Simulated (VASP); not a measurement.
# CoSi (CsCl type) (Pm-3m) in VASP: relaxation of cell and atoms with PBE

Aim: the relaxation of cell and atoms of CoSi (CsCl type) with PBE.

All numbers are computed with VASP 6.6.1; they aren't measurements. Logs are shortened: lines on timing, memory, paths and dates and some standing lists are left out, and cuts for length are marked.

## (1) The cell of the first run

The structure is cubic, space group Pm-3m (No. 221). The conventional cell has a = 2.805 Å, b = 2.805 Å, c = 2.805 Å, α = 90.00°, β = 90.00°, γ = 90.00°. Within 3.2 Å of Co (site symmetry m-3m) lie 8 Si at 2.43 Å and 6 Co at 2.81 Å. Si (site symmetry m-3m) has 8 Co at 2.43 Å and 6 Si at 2.81 Å within 3.2 Å.

## (2) Relaxation of cell and atoms, PBE, collinear spin, ferromagnetic start, target pressure 15 GPa, at which the enthalpy is minimised

INCAR

```
SYSTEM = CoSi
ALGO = Normal
EDIFF = 1E-6
EDIFFG = -0.005
ENCUT = 600
GGA = PE
IBRION = 2
ISIF = 3
ISMEAR = -1
ISPIN = 2
LASPH = .TRUE.
LCHARG = .FALSE.
LMAXMIX = 4
LORBIT = 11
LREAL = .FALSE.
LWAVE = .FALSE.
MAGMOM = 1.7 0
NELM = 150
NSW = 60
PREC = Accurate
PSTRESS = 150.0
SIGMA = 0.1
```

KPOINTS

```
k-points
0
G
  14 14 14
  0 0 0
```

POSCAR

```
CoSi
1.0
    2.8053308168      0.0000000000      0.0000000000
    0.0000000000      2.8053308168      0.0000000000
    0.0000000000      0.0000000000      2.8053308168
Co Si
1 1
Direct
    0.0000000000      0.0000000000      0.0000000000
    0.5000000000      0.5000000000      0.5000000000
```

Potentials or basis: VASP PAW PBE potentials, release 64 (Co, Si).

Started as:

```bash
> cat potpaw_PBE.64/Co/POTCAR potpaw_PBE.64/Si/POTCAR > POTCAR
> mpirun -np 1 vasp_std > vasp.out
```

OUTCAR:

```text
SYSTEM = CoSi
   EDIFF = 1E-6
   EDIFFG = -0.005
   ENCUT = 600
   GGA = PE
   IBRION = 2
   ISIF = 3
   ISMEAR = -1
   ISPIN = 2
   LASPH = .TRUE.
   LORBIT = 11
   LREAL = .FALSE.
   NELM = 150
   NSW = 60
   PREC = Accurate
   PSTRESS = 150.0

 ion  position               nearest neighbor table
   1  0.000  0.000  0.000-   2 2.43   2 2.43   2 2.43   2 2.43   2 2.43   2 2.43   2 2.43   2 2.43

   2  0.500  0.500  0.500-   1 2.43   1 2.43   1 2.43   1 2.43   1 2.43   1 2.43   1 2.43   1 2.43

  LATTYP: Found a simple cubic cell.
 ALAT       =     2.8053308168

  Lattice vectors:

 A1 = (   2.8053308168,   0.0000000000,   0.0000000000)
 A2 = (   0.0000000000,   2.8053308168,   0.0000000000)
 A3 = (   0.0000000000,   0.0000000000,   2.8053308168)

Analysis of symmetry for initial positions (statically):
=====================================================================
 Subroutine PRICEL returns:
 Original cell was already a primitive cell.

 Routine SETGRP: Setting up the symmetry group for a
 simple cubic supercell.

 Subroutine GETGRP returns: Found 48 space group operations
 (whereof 48 operations were pure point group operations)
 out of a pool of 48 trial point group operations.

The static configuration has the point symmetry O_h .

Analysis of symmetry for dynamics (positions and initial velocities):
=====================================================================
 Subroutine PRICEL returns:
 Original cell was already a primitive cell.

 Routine SETGRP: Setting up the symmetry group for a
 simple cubic supercell.

 Subroutine GETGRP returns: Found 48 space group operations
 (whereof 48 operations were pure point group operations)
 out of a pool of 48 trial point group operations.

The dynamic configuration has the point symmetry O_h .

Analysis of structural, dynamic, and magnetic symmetry:
=====================================================================
 Subroutine PRICEL returns:
 Original cell was already a primitive cell.

 Routine SETGRP: Setting up the symmetry group for a
 simple cubic supercell.

 Subroutine GETGRP returns: Found 48 space group operations
 (whereof 48 operations were pure point group operations)
 out of a pool of 48 trial point group operations.

The overall configuration has the point symmetry O_h .

 Subroutine INISYM returns: Found 48 space group operations
 (whereof 48 operations are pure point group operations),
 and found     1 'primitive' translations

[... 116 lines left out ...]
  Fermi-wavevector in a.u.,A,eV,Ry     =   1.372161  2.593009 25.617415  1.882827
  Thomas-Fermi vector in A             =   2.497793
   LORBIT       =     11    0 simple, 1 ext, 2 COOP (PROOUT), +10 PAW based schemes
   GGA     = PE    functional components
   LHFCALC =     F    Hartree Fock is set to
   AEXX    =    0.0000 exact exchange contribution
   IVDW    =     0    specifies the selected vdW correction
   LEPSILON=     F    determine dielectric tensor
   LRPA    =     F    only Hartree local field effects (RPA)
 conjugate gradient relaxation of ions
 spin polarized calculation
  energy-cutoff  :      600.00
  volume of cell :       22.08
 maximum number of plane-waves:       756
 NGX is ok and might be reduce to    24
   NGX = 11   NGY = 11   NGZ = 11

--------------------------------------- Ionic step        1  -------------------------------------------

 number of electron      12.9999998 magnetization       0.5607252

 Free energy of the ion-electron system (eV)
  ---------------------------------------------------
  ext. energy  EPLUGINS =         0.00000000
  ---------------------------------------------------
  free energy    TOTEN  =       -13.30251526 eV

  energy without entropy =      -13.25226281  energy(sigma->0) =      -13.27738903

------------------------ aborting loop because EDIFF is reached ----------------------------------------

  FORCE on cell =-STRESS in cart. coord.  units (eV):
  Direction    XX          YY          ZZ          XY          YZ          ZX
  --------------------------------------------------------------------------------------
  -------------------------------------------------------------------------------------
  Total       -0.5997879     -0.5997879     -0.5997879      0.0000000      0.0000000     -0.0000000
  in kB      -43.5267286    -43.5267286    -43.5267286      0.0000000      0.0000000     -0.0000000
  external PRESSURE =    -193.5267286 kB  Pullay stress =     150.0000000 kB
[... 217 lines left out ...]
--------------------------------------- Ionic step        7  -------------------------------------------

 number of electron      13.0000004 magnetization       0.0050318

 Free energy of the ion-electron system (eV)
  ---------------------------------------------------
  ext. energy  EPLUGINS =         0.00000000
  ---------------------------------------------------
  free energy    TOTEN  =       -13.24024464 eV

  energy without entropy =      -13.17947552  energy(sigma->0) =      -13.20986008

 E-fermi :  13.8183     XC(G=0): -13.2658

 val. band max:       13.8100125324   @ k =   0.2857   0.0714   0.0000
 cond. band min:      13.8334910961   @ k =   0.3571   0.1429   0.1429
 fundamental gap:      0.0234785637
 Fermi energy:        13.8182864698

 spin component 1

 k-point     1 :       0.0000    0.0000    0.0000
  band No.  band energies     occupation
      1      -0.9514      1.00000
      2       9.7172      1.00000
      3       9.7172      1.00000
      4      12.4558      1.00000
      5      12.4558      1.00000
      6      12.4558      1.00000
      7      17.0589      0.00000
      8      17.0589      0.00000
      9      17.0589      0.00000
     10      21.6169      0.00000
     11      21.6169      0.00000
[... 310 lines left out ...]
  band No.  band energies     occupation
      1       2.3065      1.00000
      2       7.2743      1.00000
      3       9.8311      1.00000
      4      10.9915      1.00000
      5      11.4179      1.00000
      6      12.1151      1.00000
      7      13.7105      0.74602
      8      16.6913      0.00000
      9      20.9779      0.00000
     10      21.2882      0.00000
     11      24.1401      0.00000

 [... further k-points ...]

 spin component 2

 k-point     1 :       0.0000    0.0000    0.0000
  band No.  band energies     occupation
      1      -0.9512      1.00000
      2       9.7226      1.00000
      3       9.7226      1.00000
      4      12.4589      1.00000
      5      12.4589      1.00000
      6      12.4589      1.00000
      7      17.0592      0.00000
      8      17.0592      0.00000
      9      17.0592      0.00000
     10      21.6196      0.00000
     11      21.6196      0.00000
[... 355 lines left out ...]
  energy  without entropy=      -13.1794755198  energy(sigma->0) =      -13.20986008

  enthalpy is  TOTEN    =       -11.3494751682 eV   P V=        1.8907694731

 reached required accuracy - stopping structural energy minimisation

 total charge

# of ion       s       p       d       tot
------------------------------------------
    1        0.468   0.652   7.663   8.783
    2        0.702   0.907   0.000   1.609
--------------------------------------------------
tot          1.169   1.559   7.663  10.392

 magnetization (x)

# of ion       s       p       d       tot
------------------------------------------
    1        0.000   0.000   0.006   0.006
    2        0.000   0.000   0.000   0.000
--------------------------------------------------
tot          0.000   0.000   0.006   0.006
```

OSZICAR:

```text
N       E                     dE             d eps       ncg     rms          rms(c)
DAV:   1     0.497921766808E+02    0.49792E+02   -0.62626E+03  5312   0.139E+03
DAV:   2    -0.124044531310E+02   -0.62197E+02   -0.58140E+02  5354   0.224E+02
DAV:   3    -0.146951003975E+02   -0.22906E+01   -0.22226E+01  6257   0.508E+01
[... 67 lines left out ...]
       N       E                     dE             d eps       ncg     rms          rms(c)
DAV:   1    -0.132404855511E+02    0.20738E-02   -0.32748E-03  5824   0.107E+00    0.146E-01
DAV:   2    -0.132408243291E+02   -0.33878E-03   -0.70944E-03  6272   0.142E+00    0.184E-01
DAV:   3    -0.132402510344E+02    0.57329E-03   -0.30946E-03  6230   0.941E-01    0.277E-02
DAV:   4    -0.132402442784E+02    0.67560E-05   -0.31725E-05  5621   0.600E-02    0.840E-03
DAV:   5    -0.132402446413E+02   -0.36289E-06   -0.14808E-06  2829   0.165E-02
   7 F= -.11349475E+02 E0= -.11319091E+02  d E =-.246125E-04  mag=     0.0041
```

Wall time 5.8 min (1 thread of Intel Xeon 8259CL, shared host); peak memory 0.21 GiB.

What came out:

- Free energy: -13.2402 eV
- Relaxed volume: 10.10 Å³/atom
- Relaxed cell: a = 2.723 Å, b = 2.723 Å, c = 2.723 Å, α = 90.00°, β = 90.00°, γ = 90.00°
- Space group after relaxing (to 0.1 Å): Pm-3m (No. 221)
- Energy change on relaxing (the run minimises the enthalpy): +31.1 meV/atom
- Ionic steps: 7
- Pressure after relaxing: 15.0 GPa
- Net moment: 0.01 μB per cell
- Valence electrons inside the program's atomic spheres: Co 8.78; Si 1.61

Step by step:
| step | energy change (eV) | largest force (eV/Å) | pressure (GPa) | volume (Å³) |
| --- | --- | --- | --- | --- |
| 1 | 0.0000 | 0.0000 | -4.35 | 22.08 |
| 2 | 0.4960 | 0.0000 | 54.85 | 18.09 |
| 3 | 0.0534 | 0.0000 | 13.63 | 20.30 |
| 4 | 0.0609 | 0.0000 | 14.84 | 20.21 |
| 5 | 0.0643 | 0.0000 | 15.29 | 20.17 |
| 6 | 0.0600 | 0.0000 | 14.74 | 20.22 |
| 7 | 0.0623 | 0.0000 | 14.98 | 20.20 |

Final structure:
```cif
data_structure
_symmetry_space_group_name_H-M 'P 1'
_symmetry_Int_Tables_number 1
_cell_length_a 2.7232
_cell_length_b 2.7232
_cell_length_c 2.7232
_cell_angle_alpha 90.000
_cell_angle_beta 90.000
_cell_angle_gamma 90.000
_cell_volume 20.20
loop_
_atom_site_label
_atom_site_type_symbol
_atom_site_fract_x
_atom_site_fract_y
_atom_site_fract_z
_atom_site_occupancy
Co1 Co 0.00000 0.00000 0.00000 1
Si1 Si 0.50000 0.50000 0.50000 1
```

Levels at points of the mesh, in eV from the Fermi level:
Spin up:
```
           k point  band 5  band 6  band 7  band 8  band 9  band 10
(0.00, 0.00, 0.00)   -1.36   -1.36    3.24    3.24    3.24     7.80
(0.50, 0.00, 0.00)   -2.76   -1.19   -0.20    6.63    8.73     8.73
(0.50, 0.50, 0.00)   -2.27   -2.27   -0.52    1.91    2.17     8.67
(0.50, 0.50, 0.50)   -0.47   -0.47    1.28    1.28    1.28     3.93
```
Spin down:
```
           k point  band 5  band 6  band 7  band 8  band 9  band 10
(0.00, 0.00, 0.00)   -1.36   -1.36    3.24    3.24    3.24     7.80
(0.50, 0.00, 0.00)   -2.76   -1.19   -0.19    6.63    8.74     8.74
(0.50, 0.50, 0.00)   -2.27   -2.27   -0.51    1.91    2.17     8.67
(0.50, 0.50, 0.50)   -0.46   -0.46    1.28    1.28    1.28     3.93
```

Caveat: the cell is relaxed towards a set pressure, so the run minimises the enthalpy, not the energy.
